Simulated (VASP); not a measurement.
# La (P6_3/mmc) in VASP: notebook

Runs on La. Level: PBEsol. Tasks: relaxation of cell and atoms.

Program: VASP 6.6.1. These are calculated values, not measurements. Logs are shortened: lines on timing, memory, paths and dates and some standing lists are left out, and cuts for length are marked.

**1. The cell of the first run**

The structure is hexagonal, space group P6_3/mmc (No. 194). Conventional cell: a = 3.476 Å, b = 3.476 Å, c = 5.763 Å, α = 90.00°, β = 90.00°, γ = 120.00°. La (site symmetry -6m2) has 12 La at 3.48 to 3.51 Å within 4.6 Å.

**2. Relaxation of cell and atoms, PBEsol, target pressure 4 GPa, at which the enthalpy is minimised**

The input, INCAR:

```
SYSTEM = La
PREC = Accurate ; ENCUT = 600
EDIFF = 1E-6 ; ISMEAR = -1
SIGMA = 0.08 ; LREAL = .False.
LASPH = .True. ; NELM = 80
ALGO = Normal ; ISIF = 3
LWAVE = .False. ; LCHARG = .False.
GGA = PS ; IBRION = 2
NSW = 32 ; EDIFFG = -0.005
PSTRESS = 40.0
```

The input, KPOINTS:

```
regular mesh
0
Gamma
  13 13 7
  0 0 0
```

The input, POSCAR:

```
La
1.0
    3.4757208912      0.0000000000      0.0000000000
   -1.7378604456      3.0100625882      0.0000000000
    0.0000000000      0.0000000000      5.7633053493
La
2
Direct
    0.3333333333      0.6666666667      0.2500000000
    0.6666666667      0.3333333333      0.7500000000
```

Potentials or basis: VASP PAW PBE potentials, release 64 (La).

On the command line:

```
cat potpaw_PBE.64/La/POTCAR > POTCAR
mpirun -np 1 vasp_std > vasp.out
```

OUTCAR:

```text
SYSTEM = La
   PREC = Accurate
   ENCUT = 600
   EDIFF = 1E-6
   ISMEAR = -1
   LREAL = .False.
   LASPH = .True.
   NELM = 80
   ISIF = 3
   GGA = PS
   IBRION = 2
   NSW = 32
   EDIFFG = -0.005
   PSTRESS = 40.0

 ion  position               nearest neighbor table
   1  0.333  0.667  0.250-   2 3.51   2 3.51   2 3.51   2 3.51   2 3.51   2 3.51
   2  0.667  0.333  0.750-   1 3.51   1 3.51   1 3.51   1 3.51   1 3.51   1 3.51

  LATTYP: Found a hexagonal cell.
 ALAT       =     3.4757208912
 C/A-ratio  =     1.6581611498

  Lattice vectors:

 A1 = (   3.4757208912,   0.0000000000,   0.0000000000)
 A2 = (  -1.7378604456,   3.0100625882,   0.0000000000)
 A3 = (   0.0000000000,   0.0000000000,   5.7633053493)

Analysis of symmetry for initial positions (statically):
=====================================================================
 Subroutine PRICEL returns:
 Original cell was already a primitive cell.

 Routine SETGRP: Setting up the symmetry group for a
 hexagonal supercell.

 Subroutine GETGRP returns: Found 24 space group operations
 (whereof 12 operations were pure point group operations)
 out of a pool of 24 trial point group operations.

The static configuration has the point symmetry D_3d.
 The point group associated with its full space group is D_6h.

Analysis of symmetry for dynamics (positions and initial velocities):
=====================================================================
 Subroutine PRICEL returns:
 Original cell was already a primitive cell.

 Routine SETGRP: Setting up the symmetry group for a
 hexagonal supercell.

 Subroutine GETGRP returns: Found 24 space group operations
 (whereof 12 operations were pure point group operations)
 out of a pool of 24 trial point group operations.

The dynamic configuration has the point symmetry D_3d.
 The point group associated with its full space group is D_6h.

 Subroutine INISYM returns: Found 24 space group operations
 (whereof 12 operations are pure point group operations),
 and found     1 'primitive' translations

----------------------------------------------------------------------------------------

                                     Primitive cell

[... 150 lines left out ...]

 VOLUME and BASIS-vectors are now :
 -----------------------------------------------------------------------------
  energy-cutoff  :      600.00
  volume of cell :       60.30
      direct lattice vectors                 reciprocal lattice vectors
     3.475720891  0.000000000  0.000000000     0.287710099  0.166109503  0.000000000
    -1.737860446  3.010062588  0.000000000     0.000000000  0.332219006  0.000000000
     0.000000000  0.000000000  5.763305349     0.000000000  0.000000000  0.173511542

 POSITION                                       TOTAL-FORCE (eV/Angst)
 -----------------------------------------------------------------------------------
     -0.00000      2.00671      1.44083         0.000000     -0.000000      0.000000
      1.73786      1.00335      4.32248        -0.000000      0.000000      0.000000
 -----------------------------------------------------------------------------------
    total drift:                                0.000000     -0.000000      0.000000

  FREE ENERGIE OF THE ION-ELECTRON SYSTEM (eV)
  ---------------------------------------------------
  free  energy   TOTEN  =       -10.5539293292 eV

  energy  without entropy=      -10.4901675533  energy(sigma->0) =      -10.52204844

  enthalpy is  TOTEN    =        -9.0485655610 eV   P V=        1.5053637681

--------------------------------------- Ionic step        2  -------------------------------------------

 number of electron      22.0000000 magnetization

 Free energy of the ion-electron system (eV)
  ---------------------------------------------------
  ext. energy  EPLUGINS =         0.00000000
  ---------------------------------------------------
  free energy    TOTEN  =       -10.55935939 eV

  energy without entropy =      -10.49533539  energy(sigma->0) =      -10.52734739

 E-fermi :   9.8507     XC(G=0): -10.5553

 val. band max:        9.8373094916   @ k =   0.3077   0.0000   0.4286
 cond. band min:       9.8656515254   @ k =   0.1538   0.0769   0.1429
 fundamental gap:      0.0283420338
 Fermi energy:         9.8506551141

 k-point     1 :       0.0000    0.0000    0.0000
  band No.  band energies     occupation
      1     -22.8076      2.00000
      2     -22.4006      2.00000
      3      -7.6041      2.00000
      4      -5.4426      2.00000
      5      -5.4426      2.00000
      6      -5.2059      2.00000
      7      -5.1548      2.00000
      8      -5.1548      2.00000
      9       6.9082      2.00000
     10       7.8928      2.00000
     11      10.8747      0.00001
     12      11.3469      0.00000
     13      11.3469      0.00000
     14      11.6290      0.00000
[... 401 lines left out ...]
      2     -22.3757      2.00000
      3      -7.3558      2.00000
      4      -5.9087      2.00000
      5      -5.7172      2.00000
      6      -5.5677      2.00000
      7      -5.3182      2.00000
      8      -5.2391      2.00000
      9       7.8291      2.00000
     10       8.6163      2.00000
     11      10.1366      0.05452
     12      10.6224      0.00013
     13      10.7892      0.00002
     14      11.5271      0.00000
     15      11.6164      0.00000

 [... further k-points ...]
[... 5 lines left out ...]
  --------------------------------------------------------------------------------------
  -------------------------------------------------------------------------------------
  Total        1.5118400      1.5118400      1.5140164      0.0000000      0.0000000      0.0000000
  in kB       40.0307832     40.0307832     40.0884101      0.0000000      0.0000000      0.0000000
  external PRESSURE =       0.0499921 kB  Pullay stress =      40.0000000 kB

 VOLUME and BASIS-vectors are now :
 -----------------------------------------------------------------------------
  energy-cutoff  :      600.00
  volume of cell :       60.51
      direct lattice vectors                 reciprocal lattice vectors
     3.479338892  0.000000000  0.000000000     0.287410922  0.165936773  0.000000000
    -1.739669446  3.013195868 -0.000000000     0.000000000  0.331873547  0.000000000
     0.000000000 -0.000000000  5.771626706     0.000000000  0.000000000  0.173261379

 POSITION                                       TOTAL-FORCE (eV/Angst)
 -----------------------------------------------------------------------------------
     -0.00000      2.00880      1.44291        -0.000000      0.000000      0.000000
      1.73967      1.00440      4.32872         0.000000     -0.000000      0.000000
 -----------------------------------------------------------------------------------
    total drift:                                0.000000     -0.000000      0.000000

  FREE ENERGIE OF THE ION-ELECTRON SYSTEM (eV)
  ---------------------------------------------------
  free  energy   TOTEN  =       -10.5593593855 eV

  energy  without entropy=      -10.4953353926  energy(sigma->0) =      -10.52734739

  enthalpy is  TOTEN    =        -9.0486819649 eV   P V=        1.5106774205

 reached required accuracy - stopping structural energy minimisation
```

Wall time 3.4 min (1 thread of Intel Xeon 8259CL, shared host); peak memory 0.27 GiB.

What came out:

- Free energy: -10.5594 eV
- Relaxed volume: 30.25 Å³/atom
- Relaxed cell: a = 3.479 Å, b = 3.479 Å, c = 5.772 Å, α = 90.00°, β = 90.00°, γ = 120.00°
- Space group after relaxing (to 0.1 Å): P6_3/mmc (No. 194)
- Energy change on relaxing (the run minimises the enthalpy): -2.7 meV/atom
- Ionic steps: 2
- Pressure after relaxing: 4.0 GPa
- Band gap on the k mesh: zero (bands 11 and 12 overlap by 1.60 eV)

The path:
```csv
step,energy change (eV),largest force (eV/Å),pressure (GPa),volume (Å³)
1,0.0000,0.0000,4.13,60.30
2,-0.0054,0.0000,4.00,60.51
```

Final structure:
```
CELL_PARAMETERS angstrom
3.47934 0.00000 0.00000
-1.73967 3.01320 0.00000
0.00000 0.00000 5.77163
ATOMIC_POSITIONS crystal
La 0.33333 0.66667 0.25000
La 0.66667 0.33333 0.75000
```

Levels at points of the mesh, in eV from the Fermi level:
```csv
k point,band 8,band 9,band 10,band 11,band 12,band 13,band 14,band 15
"(0.00, 0.00, 0.00)",-15.01,-2.94,-1.96,1.02,1.50,1.50,1.78,1.88
```

Caveat: the cell is relaxed towards a set pressure, so the run minimises the enthalpy, not the energy; the PAW data sets were made with another functional, which shifts forces and pressure a little; spin-orbit coupling is left out, which moves the levels of the heavy elements.

**3. Relaxation of cell and atoms, PBEsol, target pressure 4 GPa, at which the enthalpy is minimised**

This run uses another cell than the first one, of 30.85 Å³/atom.

The input, INCAR:

```
ALGO = Normal
EDIFF = 1E-7
EDIFFG = -0.005
ENCUT = 600
GGA = PS
IBRION = 2
ISIF = 3
ISMEAR = -1
LASPH = T
LCHARG = F
LREAL = F
LWAVE = F
NELM = 100
NSW = 60
PREC = Accurate
PSTRESS = 40.0
SIGMA = 0.08
```

The input, KPOINTS:

```
k-points
0
Gamma
  13 13 7
```

The input, POSCAR:

```
La
1.0
    3.5297976437      0.0000000000      0.0000000000
   -1.7648988219      3.0568944297      0.0000000000
    0.0000000000      0.0000000000      5.7182721828
La
2
Direct
    0.3333333333      0.6666666667      0.2500000000
    0.6666666667      0.3333333333      0.7500000000
```

Potentials or basis: VASP PAW PBE potentials, release 64 (La).

On the command line:

```
cat potpaw_PBE.64/La/POTCAR > POTCAR
mpirun -np 1 vasp_std > vasp.out
```

It took 14 min on 1 thread of Intel Xeon 8259CL, shared host; peak memory 0.27 GiB.

It converged, with:

* Free energy: -10.5596 eV
* Relaxed volume: 30.26 Å³/atom
* Relaxed cell: a = 3.479 Å, b = 3.479 Å, c = 5.773 Å, α = 90.00°, β = 90.00°, γ = 120.00°
* Space group after relaxing (to 0.1 Å): P6_3/mmc (No. 194)
* Energy change on relaxing (the run minimises the enthalpy): +12.2 meV/atom
* Ionic steps: 6
* Pressure after relaxing: 4.0 GPa
* Band gap on the k mesh: zero (bands 11 and 12 overlap by 1.60 eV)

The path:
```tsv
step	energy change (eV)	largest force (eV/Å)	pressure (GPa)	volume (Å³)
1	0.0000	0.0000	3.46	61.70
2	0.0195	0.0000	3.93	60.77
3	0.0316	0.0000	4.20	60.26
4	0.0265	0.0000	4.07	60.44
5	0.0248	0.0000	4.03	60.50
6	0.0244	0.0000	4.02	60.52
```

Final structure:
```
La
1.0
     3.47901    0.00000    0.00000
    -1.73951    3.01291    0.00000
     0.00000    0.00000    5.77348
La
2
Direct
  0.33333 0.66667 0.25000
  0.66667 0.33333 0.75000
```

Levels at points of the mesh, in eV from the Fermi level:
| k point | band 7 | band 8 | band 9 | band 10 | band 11 | band 12 | band 13 | band 14 | band 15 |
| --- | --- | --- | --- | --- | --- | --- | --- | --- | --- |
| (0.00, 0.00, 0.00) | -15.01 | -15.01 | -2.94 | -1.96 | 1.02 | 1.50 | 1.50 | 1.78 | 1.88 |

Caveat: the cell is relaxed towards a set pressure, so the run minimises the enthalpy, not the energy; the PAW data sets were made with another functional, which shifts forces and pressure a little; spin-orbit coupling is left out, which moves the levels of the heavy elements.
